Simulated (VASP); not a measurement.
# TaN (P-6m2) in VASP: notebook

The runs below take TaN through single point, with r2SCAN, PBE-based screened hybrid.

All numbers are computed with VASP 6.6.1; they aren't measurements. Logs are shortened: lines on timing, memory, paths and dates and some standing lists are left out, and cuts for length are marked.

## Step 1: The cell of the first run

The structure is hexagonal, space group P-6m2 (No. 187). Conventional cell: a = 2.938 Å, b = 2.938 Å, c = 2.883 Å, α = 90.00°, β = 90.00°, γ = 120.00°. Ta (site symmetry -6m2) has 6 N at 2.23 Å and 2 Ta at 2.88 Å within 2.9 Å. Within 2.9 Å of N (site symmetry -6m2) lie 6 Ta at 2.23 Å and 2 N at 2.88 Å.

## Step 2: Single point, r2SCAN

POSCAR reads:

```
TaN
1.0
    2.9380000000      0.0000000000      0.0000000000
   -1.4690000000      2.5443826363      0.0000000000
    0.0000000000      0.0000000000      2.8830000000
Ta N
1 1
Direct
    0.0000000000      0.0000000000      0.5000000000
    0.6666666667      0.3333333333      0.0000000000
```

INCAR.step1 reads:

```
PREC = Accurate ; ENCUT = 660
ISMEAR = -1 ; SIGMA = 0.05
LREAL = F ; LASPH = T
NELM = 120 ; NBANDS = 16
GGA = PE ; ALGO = Normal
EDIFF = 1E-5 ; LWAVE = T
LCHARG = F ; GGA_COMPAT = F
```

INCAR.step2 reads:

```
PREC = Accurate ; ENCUT = 660
EDIFF = 1E-6 ; ISMEAR = -1
SIGMA = 0.05 ; LREAL = F
LASPH = T ; NELM = 120
ALGO = Normal ; ISIF = 2
LWAVE = F ; LCHARG = T
METAGGA = R2SCAN ; LMIXTAU = T
LELF = T ; LVHAR = T
NBANDS = 16 ; ISTART = 1
GGA_COMPAT = F
```

KPOINTS reads:

```
regular mesh
0
Gamma
  10 10 9
```

Potentials or basis: VASP PAW PBE potentials, release 64 (Ta_sv_GW, N).

Command:

```console
$ cat potpaw_PBE.64/Ta_sv_GW/POTCAR potpaw_PBE.64/N/POTCAR > POTCAR
$ cp INCAR.step1 INCAR
$ mpirun -np 1 vasp_std > vasp.out
$ cp INCAR.step2 INCAR
$ mpirun -np 1 vasp_std > vasp.out
```

OUTCAR:

```text
PREC = Accurate
   ENCUT = 660
   EDIFF = 1E-6
   ISMEAR = -1
   LREAL = F
   LASPH = T
   NELM = 120
   ISIF = 2
   METAGGA = R2SCAN
   ISTART = 1

 ion  position               nearest neighbor table
   1  0.000  0.000  0.500-   2 2.23   2 2.23   2 2.23   2 2.23   2 2.23   2 2.23
   2  0.667  0.333  0.000-   1 2.23   1 2.23   1 2.23   1 2.23   1 2.23   1 2.23

  LATTYP: Found a hexagonal cell.
 ALAT       =     2.9380000000
 C/A-ratio  =     0.9812797822

  Lattice vectors:

 A1 = (   2.9380000000,   0.0000000000,   0.0000000000)
 A2 = (  -1.4690000000,   2.5443826363,   0.0000000000)
 A3 = (   0.0000000000,   0.0000000000,   2.8830000000)

Analysis of symmetry for initial positions (statically):
=====================================================================
 Subroutine PRICEL returns:
 Original cell was already a primitive cell.

 Routine SETGRP: Setting up the symmetry group for a
 hexagonal supercell.

 Subroutine GETGRP returns: Found 12 space group operations
 (whereof 12 operations were pure point group operations)
 out of a pool of 24 trial point group operations.

The static configuration has the point symmetry D_3h.

Analysis of symmetry for dynamics (positions and initial velocities):
=====================================================================
 Subroutine PRICEL returns:
 Original cell was already a primitive cell.

 Routine SETGRP: Setting up the symmetry group for a
 hexagonal supercell.

 Subroutine GETGRP returns: Found 12 space group operations
 (whereof 12 operations were pure point group operations)
 out of a pool of 24 trial point group operations.

The dynamic configuration has the point symmetry D_3h.

 Subroutine INISYM returns: Found 12 space group operations
 (whereof 12 operations are pure point group operations),
 and found     1 'primitive' translations

----------------------------------------------------------------------------------------

                                     Primitive cell

  volume of cell :      21.5516

  direct lattice vectors                    reciprocal lattice vectors
     2.938000000  0.000000000  0.000000000     0.340367597  0.196511324  0.000000000
    -1.469000000  2.544382636  0.000000000     0.000000000  0.393022648  0.000000000
     0.000000000  0.000000000  2.883000000     0.000000000  0.000000000  0.346860909

  length of vectors
     2.938000000  2.938000000  2.883000000     0.393022648  0.393022648  0.346860909

  position of ions in fractional coordinates (direct lattice)
     0.000000000  0.000000000  0.500000000
     0.666666667  0.333333333  0.000000000

  ion indices of the primitive-cell ions
   primitive index   ion index
                 1           1
                 2           2

----------------------------------------------------------------------------------------

 KPOINTS: regular mesh

Automatic generation of k-mesh.
 Grid dimensions read from file:
 generate k-points for:   10   10    9

 Generating k-lattice:

  Cartesian coordinates                     Fractional coordinates (reciprocal lattice)
     0.034036760  0.019651132  0.000000000     0.100000000  0.000000000  0.000000000
     0.000000000  0.039302265  0.000000000     0.000000000  0.100000000  0.000000000
     0.000000000  0.000000000  0.038540101     0.000000000  0.000000000  0.111111111

  Length of vectors
     0.039302265  0.039302265  0.038540101

  Shift w.r.t. Gamma in fractional coordinates (k-lattice)
     0.000000000  0.000000000  0.000000000

 Subroutine IBZKPT returns following result:
 ===========================================

 Found     70 irreducible k-points:

 Following reciprocal coordinates:
            Coordinates               Weight
  0.000000  0.000000  0.000000      1.000000
  0.100000 -0.000000  0.000000      6.000000
  0.200000 -0.000000  0.000000      6.000000
  0.300000  0.000000  0.000000      6.000000
  0.400000 -0.000000  0.000000      6.000000
  0.500000  0.000000  0.000000      3.000000
[... 16 lines left out ...]
  0.300000  0.100000  0.111111     24.000000
  0.400000  0.100000  0.111111     24.000000
 [... further k-points ...]
   k-points           NKPTS =     70   k-points in BZ     NKDIM =     70   number of bands    NBANDS=     16
   number of dos      NEDOS =    301   number of ions     NIONS =      2
   total plane-waves  NPLWV =  18816
   dimension x,y,z NGX =    28 NGY =   28 NGZ =   24
   dimension x,y,z NGXF=    56 NGYF=   56 NGZF=   48
   ions per type =               1   1
   NGX,Y,Z   is equivalent  to a cutoff of  15.84, 15.84, 13.84 a.u.
   NGXF,Y,Z  is equivalent  to a cutoff of  31.69, 31.69, 27.68 a.u.
 SYSTEM =  unknown system
   PREC   = accura    normal or accurate (medium, high low for compatibility)
   ISTART =      1    job   : 0-new  1-cont  2-samecut
   ICHARG =      0    charge: 1-file 2-atom 10-const
   ISPIN  =      1    spin polarized calculation?
   LNONCOLLINEAR =      F non collinear calculations
   LSORBIT =      F    spin-orbit coupling
   LASPH  =      T    aspherical Exc in radial PAW
   ENCUT  =  660.0 eV  48.51 Ry    6.96 a.u.   6.15  6.15  6.04*2*pi/ulx,y,z
   NELM   =    120;   NELMIN=  2; NELMDL=  0     # of ELM steps
   EDIFF  = 0.1E-05   stopping-criterion for ELM
   LREAL  =      F    real-space projection
   EDIFFG = 0.1E-04   stopping-criterion for IOM
   NSW    =      0    number of steps for IOM
   IBRION =     -1    ionic relax: 0-MD 1-quasi-New 2-CG
   NFREE  =      0    steps in history (QN), initial steepest desc. (CG)
   ISIF   =      2    stress and relaxation
   ISYM   =      2    0-nonsym 1-usesym 2-fastsym
   POTIM  = 0.5000    time-step for ionic-motion
   TEBEG  =    0.0;   TEEND  =   0.0 temperature during run
   PSTRESS=    0.0 pullay stress
   NELECT =      18.0000    total number of electrons
   NUPDOWN=      -1.0000    fix difference up-down
   EMIN   =  10.00;   EMAX   =-10.00  energy-range for DOS
   EFERMI =   0.00;   METHOD = LEGACY
   ISMEAR =    -1;   SIGMA  =   0.05  broadening in eV -4-tet -1-fermi 0-gaus
   EFERMI_NEDOS =   21; number of points for ismear=-14 and -15
   IALGO  =     38    algorithm
   IMIX   =      4    mixing-type and parameters
     AMIX     =   0.40;   BMIX     =  1.00
     AMIX_MAG =   1.60;   BMIX_MAG =  1.00
  volume/ion in A,a.u.               =      10.78        72.72
  Fermi-wavevector in a.u.,A,eV,Ry     =   1.541722  2.913432 32.339776  2.376906
  Thomas-Fermi vector in A             =   2.647628
   LORBIT       =      0    0 simple, 1 ext, 2 COOP (PROOUT), +10 PAW based schemes
   METAGGA = R2SCAN    functional components
   LHFCALC =     F    Hartree Fock is set to
   AEXX    =    0.0000 exact exchange contribution
   IVDW    =     0    specifies the selected vdW correction
   LEPSILON=     F    determine dielectric tensor
   LRPA    =     F    only Hartree local field effects (RPA)
 non-spin polarized calculation
  energy-cutoff  :      660.00
  volume of cell :       21.55
 maximum number of plane-waves:       840
 NGX is ok and might be reduce to    28
   NGX = 13   NGY = 13   NGZ = 13

 number of electron      17.9999999 magnetization

 Free energy of the ion-electron system (eV)
  ---------------------------------------------------
  ext. energy  EPLUGINS =         0.00000000
  ---------------------------------------------------
  free energy    TOTEN  =       -62.96066202 eV

  energy without entropy =      -62.96040648  energy(sigma->0) =      -62.96053425

 E-fermi :  12.5026     XC(G=0): -14.6441

 val. band max:       12.3684835289   @ k =   0.0000   0.0000   0.4444
 cond. band min:      12.7022364550   @ k =   0.0000   0.0000   0.3333
 fundamental gap:      0.3337529261
 Fermi energy:        12.5026054568

 k-point     1 :       0.0000    0.0000    0.0000
  band No.  band energies     occupation
      1     -58.1817      2.00000
      2     -23.7290      2.00000
      3     -23.4707      2.00000
      4     -23.4707      2.00000
      5      -6.3792      2.00000
      6       7.5883      2.00000
[... 8 lines left out ...]
     15      26.1744      0.00000
     16      29.3851      0.00000

 k-point     2 :       0.1000   -0.0000    0.0000
  band No.  band energies     occupation
      1     -58.1740      2.00000
      2     -23.7152      2.00000
      3     -23.5806      2.00000
      4     -23.4941      2.00000
      5      -6.1754      2.00000
      6       7.0027      2.00000
[... 8 lines left out ...]
     15      26.1480      0.00000
     16      29.8077      0.00000

 k-point     3 :       0.2000   -0.0000    0.0000
  band No.  band energies     occupation
      1     -58.1538      2.00000
      2     -23.8594      2.00000
      3     -23.6788      2.00000
      4     -23.5547      2.00000
      5      -5.6350      2.00000
      6       5.8539      2.00000
[... 8 lines left out ...]
     15      26.1793      0.00000
     16      30.4308      0.00000

 k-point     4 :       0.3000    0.0000    0.0000
  band No.  band energies     occupation
      1     -58.1288      2.00000
      2     -24.1882      2.00000
      3     -23.6335      2.00000
      4     -23.6286      2.00000
      5      -4.9441      2.00000
      6       4.7804      2.00000
[... 8 lines left out ...]
     15      26.5749      0.00000
     16      29.9986      0.00000
[... 324 lines left out ...]
 k-point    22 :       0.2000    0.1000    0.1111
  band No.  band energies     occupation
      1     -58.1314      2.00000
      2     -24.0366      2.00000
      3     -23.7561      2.00000
      4     -23.6202      2.00000
      5      -5.0512      2.00000
      6       5.3577      2.00000
[... 8 lines left out ...]
     15      25.9852      0.00000
     16      30.2196      0.00000

 k-point    23 :       0.3000    0.1000    0.1111
  band No.  band energies     occupation
      1     -58.1088      2.00000
      2     -24.3038      2.00000
      3     -23.7128      2.00000
      4     -23.7047      2.00000
      5      -4.4835      2.00000
      6       4.5269      2.00000
[... 8 lines left out ...]
     15      26.2537      0.00000
     16      28.8004      0.00000

 k-point    24 :       0.4000    0.1000    0.1111
  band No.  band energies     occupation
      1     -58.0948      2.00000
      2     -24.4642      2.00000
      3     -23.7586      2.00000
      4     -23.6831      2.00000
      5      -4.1201      2.00000
      6       4.0628      2.00000
[... 8 lines left out ...]
     15      24.9632      0.00000
     16      28.9069      0.00000

 [... further k-points ...]
[... 5 lines left out ...]
  --------------------------------------------------------------------------------------
  -------------------------------------------------------------------------------------
  Total       -0.0785251     -0.0785251      0.0299374      0.0000000      0.0000000      0.0000000
  in kB       -5.8376798     -5.8376798      2.2255933      0.0000000      0.0000000      0.0000000
  external PRESSURE =      -3.1499221 kB  Pullay stress =       0.0000000 kB

 VOLUME and BASIS-vectors are now :
 -----------------------------------------------------------------------------
  energy-cutoff  :      660.00
  volume of cell :       21.55
      direct lattice vectors                 reciprocal lattice vectors
     2.938000000  0.000000000  0.000000000     0.340367597  0.196511324  0.000000000
    -1.469000000  2.544382636  0.000000000     0.000000000  0.393022648  0.000000000
     0.000000000  0.000000000  2.883000000     0.000000000  0.000000000  0.346860909

 POSITION                                       TOTAL-FORCE (eV/Angst)
 -----------------------------------------------------------------------------------
      0.00000      0.00000      1.44150        -0.000000     -0.000000      0.000000
      1.46900      0.84813      0.00000         0.000000      0.000000      0.000000
 -----------------------------------------------------------------------------------
    total drift:                               -0.000000      0.000000      0.000000

  FREE ENERGIE OF THE ION-ELECTRON SYSTEM (eV)
  ---------------------------------------------------
  free  energy   TOTEN  =       -62.9606620185 eV

  energy  without entropy=      -62.9604064809  energy(sigma->0) =      -62.96053425
```

It took 86 s on 1 thread of Intel Xeon Platinum 8375C at 2.90GHz (Ice Lake), shared host; peak memory 0.19 GiB.

What came out:

| Item | Value |
| --- | --- |
| Free energy | -62.9607 eV |
| Pressure | -0.3 GPa |
| Band gap on the k mesh | zero (band 9 reaches 12.70 eV, above the bottom of band 10 at 12.37 eV) |

Caveat: the PAW data sets were made with another functional, which shifts forces and pressure a little; spin-orbit coupling is left out, which moves the levels of the heavy elements.

## Step 3: Single point, PBE-based screened hybrid

POSCAR is that of step 2.

INCAR.step1 reads:

```
SYSTEM = TaN
PREC = Accurate
ENCUT = 520
EDIFF = 1E-5
ISMEAR = -1
SIGMA = 0.05
LREAL = .FALSE.
LASPH = .TRUE.
NELM = 100
ALGO = Normal
ISIF = 2
LWAVE = .TRUE.
LCHARG = .FALSE.
GGA = PE
NBANDS = 15
```

INCAR.step2 reads:

```
SYSTEM = TaN
PREC = Accurate
ENCUT = 520
EDIFF = 1E-6
ISMEAR = -1
SIGMA = 0.05
LREAL = .FALSE.
LASPH = .TRUE.
NELM = 100
ALGO = Normal
ISIF = 2
LWAVE = .FALSE.
LCHARG = .FALSE.
GGA = PE
LHFCALC = .TRUE.
AEXX = 0.25
HFSCREEN = 0.2
PRECFOCK = Normal
ISTART = 1
NBANDS = 15
```

KPOINTS reads:

```
Automatic mesh
0
G
  5 5 5
  0 0 0
```

Potentials or basis: VASP PAW PBE potentials, release 64 (Ta_pv, N).

Command:

```console
$ cat potpaw_PBE.64/Ta_pv/POTCAR potpaw_PBE.64/N/POTCAR > POTCAR
$ cp INCAR.step1 INCAR
$ mpirun -np 1 vasp_std > vasp.out
$ cp INCAR.step2 INCAR
$ mpirun -np 1 vasp_std > vasp.out
```

Run time: 11 min. Hardware: 1 thread of AMD EPYC 7R13 (Zen 3), shared host; peak memory 0.23 GiB.

The run converged. Its results:

```
Free energy            : -26.4461 eV
Pressure               : -4.4 GPa
Band gap on the k mesh : zero (filled and empty bands touch)
```

Stress tensor (GPa, compression positive):
```
-4.09  0.00  0.00
 0.00 -4.09  0.00
 0.00  0.00 -4.94
```

Levels at points of the mesh, in eV from the Fermi level:
```csv
k point,band 4,band 5,band 6,band 7,band 8,band 9,band 10,band 11,band 12,band 13
"(0.00, 0.00, 0.00)",-20.24,-5.58,-5.58,-5.10,-3.81,2.60,4.07,4.07,4.61,4.61
```

Caveat: the k points lie up to 0.49 Å⁻¹ apart; the PAW data sets were made with another functional, which shifts forces and pressure a little; spin-orbit coupling is left out, which moves the levels of the heavy elements.

## Step 4: Single point, r2SCAN

POSCAR is that of step 3.

INCAR.step1 reads:

```
SYSTEM = TaN
PREC     = Accurate       ! precision mode
ENCUT    = 660            ! plane-wave cutoff, eV
ISMEAR   = -1             ! smearing method
SIGMA    = 0.05           ! smearing width, eV
LREAL    = .FALSE.        ! projectors in reciprocal space
LASPH    = .TRUE.         ! aspherical terms in the spheres
NELM     = 120            ! most SCF steps
NBANDS   = 15             ! bands
GGA      = PE             ! functional
ALGO     = Normal         ! electronic algorithm
EDIFF    = 1E-5           ! SCF threshold, eV
LWAVE    = .TRUE.         ! write WAVECAR
LCHARG   = .FALSE.        ! write CHGCAR
GGA_COMPAT= .FALSE.
```

INCAR.step2 reads:

```
SYSTEM = TaN
PREC     = Accurate       ! precision mode
ENCUT    = 660            ! plane-wave cutoff, eV
EDIFF    = 1E-6           ! SCF threshold, eV
ISMEAR   = -1             ! smearing method
SIGMA    = 0.05           ! smearing width, eV
LREAL    = .FALSE.        ! projectors in reciprocal space
LASPH    = .TRUE.         ! aspherical terms in the spheres
NELM     = 120            ! most SCF steps
ALGO     = Normal         ! electronic algorithm
ISIF     = 2              ! what is computed and relaxed
LWAVE    = .FALSE.        ! write WAVECAR
LCHARG   = .FALSE.        ! write CHGCAR
METAGGA  = R2SCAN         ! meta-GGA
LMIXTAU  = .TRUE.       
NBANDS   = 15             ! bands
ISTART   = 1            
GGA_COMPAT= .FALSE.
```

KPOINTS reads:

```
regular mesh
0
G
  10 10 9
  0 0 0
```

Command:

```console
$ cat potpaw_PBE.64/Ta_pv/POTCAR potpaw_PBE.64/N/POTCAR > POTCAR
$ cp INCAR.step1 INCAR
$ mpirun -np 1 vasp_std > vasp.out
$ cp INCAR.step2 INCAR
$ mpirun -np 1 vasp_std > vasp.out
```

Wall time 2 min (1 thread of Intel Xeon Platinum 8259CL at 2.50GHz (Skylake/Cascade Lake), shared host); peak memory 0.18 GiB.

It converged, with:

| Property | Result |
| --- | --- |
| Free energy | -60.3971 eV |
| Pressure | 1.4 GPa |
| Band gap on the k mesh | zero (band 8 reaches 8.50 eV, above the bottom of band 9 at 8.17 eV) |

Stress tensor (GPa, compression positive):
```
1.10 0.00 0.00
0.00 1.10 0.00
0.00 0.00 1.98
```

Levels at points of the mesh, in eV from the Fermi level:
```tsv
k point	band 5	band 6	band 7	band 8	band 9	band 10	band 11	band 12
(0.00, 0.00, 0.00)	-4.91	-4.91	-4.48	-3.23	2.41	3.67	3.67	4.15
(0.50, 0.00, 0.00)	-8.70	-5.54	-3.69	-3.49	3.14	4.07	5.37	5.47
```

Caveat: the PAW data sets were made with another functional, which shifts forces and pressure a little; spin-orbit coupling is left out, which moves the levels of the heavy elements.

[end of part 1 of 2]
